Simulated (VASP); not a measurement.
# WS2 in VASP: single point with PBE+D3(BJ)

Aim: the single point of WS2 with PBE+D3(BJ).

Program: VASP 6.6.1. These are calculated values, not measurements. Logs are shortened: lines on timing, memory, paths and dates and some standing lists are left out, and cuts for length are marked.

### 1 The cell of the first run

The cell holds a slab with vacuum, 6 atoms: a = 3.160 Å, b = 3.160 Å, c = 23.804 Å, α = 90.00°, β = 90.00°, γ = 120.00°.

### 2 Single point, PBE+D3(BJ)

INCAR

```
PREC = Accurate
ENCUT = 400
EDIFF = 1E-6
ISMEAR = 0
SIGMA = 0.05
LREAL = False
LASPH = True
NELM = 120
ALGO = Normal
ISIF = 2
LWAVE = False
LCHARG = False
LDIPOL = True
IDIPOL = 3
DIPOL = 0.5 0.5 0.394
GGA = PE
IVDW = 12
NBANDS = 35
GGA_COMPAT = False
NELMDL = -8
```

KPOINTS

```
regular mesh
0
Gamma
  9 9 1
```

POSCAR

```
WS2
1.0
    3.1595456682      0.0000000000      0.0000000000
   -1.5797728341      2.7362468131      0.0000000000
    0.0000000000      0.0000000000     23.8042574330
S W
4 2
Direct
    0.3333333333      0.6666666667      0.1890418137
    0.3333333333      0.6666666667      0.3214605092
    0.6666666667      1.3333333333      0.4659724735
    0.6666666667      1.3333333333      0.5983911690
    0.6666666667      0.3333333333      0.2552511584
    0.3333333333      1.6666666667      0.5321818182
```

Potentials or basis: VASP PAW PBE potentials, release 64 (S, W_sv).

Launch:

```bash
> cat potpaw_PBE.64/S/POTCAR potpaw_PBE.64/W_sv/POTCAR > POTCAR
> mpirun -np 1 vasp_std > vasp.out
```

OUTCAR:

```text
PREC = Accurate
   ENCUT = 400
   EDIFF = 1E-6
   ISMEAR = 0
   LREAL = False
   LASPH = True
   NELM = 120
   ISIF = 2
   GGA = PE
   IVDW = 12
   NELMDL = -8
 IVDW          = 12

 ion  position               nearest neighbor table
   1  0.333  0.667  0.189-   5 2.41   5 2.41   5 2.41
   2  0.333  0.667  0.321-   5 2.41   5 2.41   5 2.41
   3  0.667  0.333  0.466-   6 2.41   6 2.41   6 2.41
   4  0.667  0.333  0.598-   6 2.41   6 2.41   6 2.41
   5  0.667  0.333  0.255-   1 2.41   1 2.41   1 2.41   2 2.41   2 2.41   2 2.41
   6  0.333  0.667  0.532-   3 2.41   3 2.41   3 2.41   4 2.41   4 2.41   4 2.41

  LATTYP: Found a hexagonal cell.
 ALAT       =     3.1595456682
 C/A-ratio  =     7.5340760770

  Lattice vectors:

 A1 = (   3.1595456682,   0.0000000000,   0.0000000000)
 A2 = (  -1.5797728341,   2.7362468131,   0.0000000000)
 A3 = (   0.0000000000,   0.0000000000,  23.8042574330)

Analysis of symmetry for initial positions (statically):
=====================================================================
 Subroutine PRICEL returns:
 Original cell was already a primitive cell.

 Routine SETGRP: Setting up the symmetry group for a
 hexagonal supercell.

 Subroutine GETGRP returns: Found 12 space group operations
 (whereof  6 operations were pure point group operations)
 out of a pool of 24 trial point group operations.

The static configuration has the point symmetry C_3v.
 The point group associated with its full space group is D_3d.

Analysis of symmetry for dynamics (positions and initial velocities):
=====================================================================
 Subroutine PRICEL returns:
 Original cell was already a primitive cell.

 Routine SETGRP: Setting up the symmetry group for a
 hexagonal supercell.

 Subroutine GETGRP returns: Found 12 space group operations
 (whereof  6 operations were pure point group operations)
 out of a pool of 24 trial point group operations.

The dynamic configuration has the point symmetry C_3v.
 The point group associated with its full space group is D_3d.

 Subroutine INISYM returns: Found 12 space group operations
 (whereof  6 operations are pure point group operations),
 and found     1 'primitive' translations

----------------------------------------------------------------------------------------

                                     Primitive cell

  volume of cell :     205.7949

  direct lattice vectors                    reciprocal lattice vectors
     3.159545668  0.000000000  0.000000000     0.316501201  0.182732054  0.000000000
    -1.579772834  2.736246813  0.000000000     0.000000000  0.365464108  0.000000000
     0.000000000  0.000000000 23.804257433     0.000000000  0.000000000  0.042009292

  length of vectors
     3.159545668  3.159545668 23.804257433     0.365464108  0.365464108  0.042009292

  position of ions in fractional coordinates (direct lattice)
     0.333333333  0.666666667  0.189041814
     0.333333333  0.666666667  0.321460509
     0.666666667  0.333333333  0.465972474
     0.666666667  0.333333333  0.598391169
     0.666666667  0.333333333  0.255251158
     0.333333333  0.666666667  0.532181818

  ion indices of the primitive-cell ions
   primitive index   ion index
                 1           1
                 2           2
                 3           3
                 4           4
                 5           5
                 6           6

----------------------------------------------------------------------------------------

 KPOINTS: regular mesh

Automatic generation of k-mesh.
 Grid dimensions read from file:
 generate k-points for:    9    9    1

 Generating k-lattice:

  Cartesian coordinates                     Fractional coordinates (reciprocal lattice)
     0.035166800  0.020303562  0.000000000     0.111111111 -0.000000000  0.000000000
     0.000000000  0.040607123  0.000000000     0.000000000  0.111111111  0.000000000
     0.000000000  0.000000000  0.042009292     0.000000000  0.000000000  1.000000000

  Length of vectors
     0.040607123  0.040607123  0.042009292

  Shift w.r.t. Gamma in fractional coordinates (k-lattice)
     0.000000000  0.000000000  0.000000000

 Subroutine IBZKPT returns following result:
 ===========================================

 Found     12 irreducible k-points:

 Following reciprocal coordinates:
            Coordinates               Weight
  0.000000  0.000000  0.000000      1.000000
  0.111111  0.000000  0.000000      6.000000
  0.222222 -0.000000  0.000000      6.000000
  0.333333  0.000000  0.000000      6.000000
  0.444444 -0.000000  0.000000      6.000000
  0.111111  0.111111  0.000000      6.000000
  0.222222  0.111111  0.000000     12.000000
  0.333333  0.111111  0.000000     12.000000
  0.444444  0.111111  0.000000      6.000000
  0.222222  0.222222  0.000000      6.000000
  0.333333  0.222222  0.000000     12.000000
  0.333333  0.333333  0.000000      2.000000
   k-points           NKPTS =     12   k-points in BZ     NKDIM =     12   number of bands    NBANDS=     35
   number of dos      NEDOS =    301   number of ions     NIONS =      6
   total plane-waves  NPLWV =  92160
   dimension x,y,z NGX =    24 NGY =   24 NGZ =  160
   dimension x,y,z NGXF=    48 NGYF=   48 NGZF=  320
   ions per type =               4   2
   NGX,Y,Z   is equivalent  to a cutoff of  12.63, 12.63, 11.17 a.u.
   NGXF,Y,Z  is equivalent  to a cutoff of  25.26, 25.26, 22.35 a.u.
 SYSTEM =  unknown system
   PREC   = accura    normal or accurate (medium, high low for compatibility)
   ISTART =      0    job   : 0-new  1-cont  2-samecut
   ICHARG =      2    charge: 1-file 2-atom 10-const
   ISPIN  =      1    spin polarized calculation?
   LNONCOLLINEAR =      F non collinear calculations
   LSORBIT =      F    spin-orbit coupling
   LASPH  =      T    aspherical Exc in radial PAW
   ENCUT  =  400.0 eV  29.40 Ry    5.42 a.u.   5.15  5.15 38.82*2*pi/ulx,y,z
   NELM   =    120;   NELMIN=  2; NELMDL= -8     # of ELM steps
   EDIFF  = 0.1E-05   stopping-criterion for ELM
   LREAL  =      F    real-space projection
   EDIFFG = 0.1E-04   stopping-criterion for IOM
   NSW    =      0    number of steps for IOM
   IBRION =     -1    ionic relax: 0-MD 1-quasi-New 2-CG
   NFREE  =      0    steps in history (QN), initial steepest desc. (CG)
   ISIF   =      2    stress and relaxation
   ISYM   =      2    0-nonsym 1-usesym 2-fastsym
   POTIM  = 0.5000    time-step for ionic-motion
   TEBEG  =    0.0;   TEEND  =   0.0 temperature during run
   PSTRESS=    0.0 pullay stress
   NELECT =      52.0000    total number of electrons
   NUPDOWN=      -1.0000    fix difference up-down
   EMIN   =  10.00;   EMAX   =-10.00  energy-range for DOS
   EFERMI =   0.00;   METHOD = LEGACY
   ISMEAR =     0;   SIGMA  =   0.05  broadening in eV -4-tet -1-fermi 0-gaus
   EFERMI_NEDOS =   21; number of points for ismear=-14 and -15
   IALGO  =     38    algorithm
   IMIX   =      4    mixing-type and parameters
     AMIX     =   0.40;   BMIX     =  1.00
     AMIX_MAG =   1.60;   BMIX_MAG =  1.00
  volume/ion in A,a.u.               =      34.30       231.46
  Fermi-wavevector in a.u.,A,eV,Ry     =   1.034978  1.955825 14.574280  1.071179
  Thomas-Fermi vector in A             =   2.169299
   LORBIT       =      0    0 simple, 1 ext, 2 COOP (PROOUT), +10 PAW based schemes
   GGA     = PE    functional components
   LHFCALC =     F    Hartree Fock is set to
   AEXX    =    0.0000 exact exchange contribution
   IVDW    =    12    specifies the selected vdW correction
   LEPSILON=     F    determine dielectric tensor
   LRPA    =     F    only Hartree local field effects (RPA)
 non-spin polarized calculation
 Gauss-broadening in eV      SIGMA  =   0.05
  energy-cutoff  :      400.00
  volume of cell :      205.79
 maximum number of plane-waves:      3765
 NGX is ok and might be reduce to    24
   NGX = 11   NGY = 11   NGZ = 77

 dipolmoment           0.000000      0.000000      0.000000 electrons x Angstroem

 number of electron      51.9999995 magnetization

 dipolmoment           0.000000      0.000000     -0.000002 electrons x Angstroem

 Free energy of the ion-electron system (eV)
  ---------------------------------------------------
  ext. energy  EPLUGINS =         0.00000000
  ---------------------------------------------------
  free energy    TOTEN  =       -47.32373916 eV

  energy without entropy =      -47.32373916  energy(sigma->0) =      -47.32373916

 E-fermi :   1.3526     XC(G=0):  -6.1680

 val. band max:        0.9750909401   @ k =   0.0000   0.0000   0.0000
 cond. band min:       2.7351147639   @ k =   0.3333   0.3333   0.0000
 fundamental gap:      1.7600238238
 Fermi energy:         1.3525700953

 k-point     1 :       0.0000    0.0000    0.0000
  band No.  band energies     occupation
      1     -73.1953      2.00000
      2     -73.1952      2.00000
      3     -37.4460      2.00000
      4     -37.4460      2.00000
      5     -37.2719      2.00000
      6     -37.2719      2.00000
[... 27 lines left out ...]
     34       3.8951      0.00000
     35       5.8597      0.00000

 k-point     2 :       0.1111    0.0000    0.0000
  band No.  band energies     occupation
      1     -73.1931      2.00000
      2     -73.1930      2.00000
      3     -37.4384      2.00000
      4     -37.4383      2.00000
      5     -37.3147      2.00000
      6     -37.3147      2.00000
[... 27 lines left out ...]
     34       4.1181      0.00000
     35       6.2187      0.00000
[... 340 lines left out ...]
     34       6.1528      0.00000
     35       7.0693      0.00000

 k-point    12 :       0.3333    0.3333    0.0000
  band No.  band energies     occupation
      1     -73.1744      2.00000
      2     -73.1744      2.00000
      3     -37.5379      2.00000
      4     -37.5379      2.00000
      5     -37.5036      2.00000
      6     -37.5036      2.00000
[... 27 lines left out ...]
     34       6.4194      0.00000
     35       7.5093      0.00000

------------------------ aborting loop because EDIFF is reached ----------------------------------------

 vacuum level on the upper side and lower side of the slab       (xc-potential included)        -0.225        -0.225

 Edisp (eV)   -2.11536

 E8    (eV) :    -0.9186

  FORCE on cell =-STRESS in cart. coord.  units (eV):
  Direction    XX          YY          ZZ          XY          YZ          ZX
  --------------------------------------------------------------------------------------
  -------------------------------------------------------------------------------------
  Total      -0.23244    -0.23244    -0.69171     0.00000     0.00000     0.00000
  in kB      -1.80962    -1.80962    -5.38518     0.00000     0.00000     0.00000
  external pressure =       -3.00 kB  Pullay stress =        0.00 kB

 VOLUME and BASIS-vectors are now :
 -----------------------------------------------------------------------------
  energy-cutoff  :      400.00
  volume of cell :      205.79
      direct lattice vectors                 reciprocal lattice vectors
     3.159545668  0.000000000  0.000000000     0.316501201  0.182732054  0.000000000
    -1.579772834  2.736246813  0.000000000     0.000000000  0.365464108  0.000000000
     0.000000000  0.000000000 23.804257433     0.000000000  0.000000000  0.042009292

 POSITION                                       TOTAL-FORCE (eV/Angst)
 -----------------------------------------------------------------------------------
     -0.00000      1.82416      4.50000         0.000000      0.000000      0.005466
     -0.00000      1.82416      7.65213         0.000000     -0.000000      0.074059
      1.57977      0.91208     11.09213        -0.000000      0.000000     -0.074059
      1.57977      0.91208     14.24426        -0.000000     -0.000000     -0.005466
      1.57977      0.91208      6.07606         0.000000     -0.000000      0.046293
     -0.00000      1.82416     12.66819        -0.000000      0.000000     -0.046293
 -----------------------------------------------------------------------------------
    total drift:                                0.000000     -0.000000     -0.000284

  FREE ENERGIE OF THE ION-ELECTRON SYSTEM (eV)
  ---------------------------------------------------
  free  energy   TOTEN  =       -49.4390992079 eV

  energy  without entropy=      -49.4390992079  energy(sigma->0) =      -49.43909921

 vacuum level on the upper side and lower side of the slab         6.305         6.305
```

It took 2.7 min on 1 thread of Intel Xeon 8259CL, shared host; peak memory 0.31 GiB.

Results:

```
Free energy                : -49.4391 eV
Largest force              : 0.074 eV/Å
Band gap on the k mesh     : 1.76 eV (least direct gap 1.90 eV)
Dispersion energy per atom : -0.353 eV
```

Forces on the atoms (eV/Å):
```
S    0.000  0.000  0.005
S    0.000  0.000  0.074
S    0.000  0.000 -0.074
S    0.000  0.000 -0.005
W    0.000  0.000  0.046
W    0.000  0.000 -0.046
```

Caveat: spin-orbit coupling is left out, which moves the levels of the heavy elements.
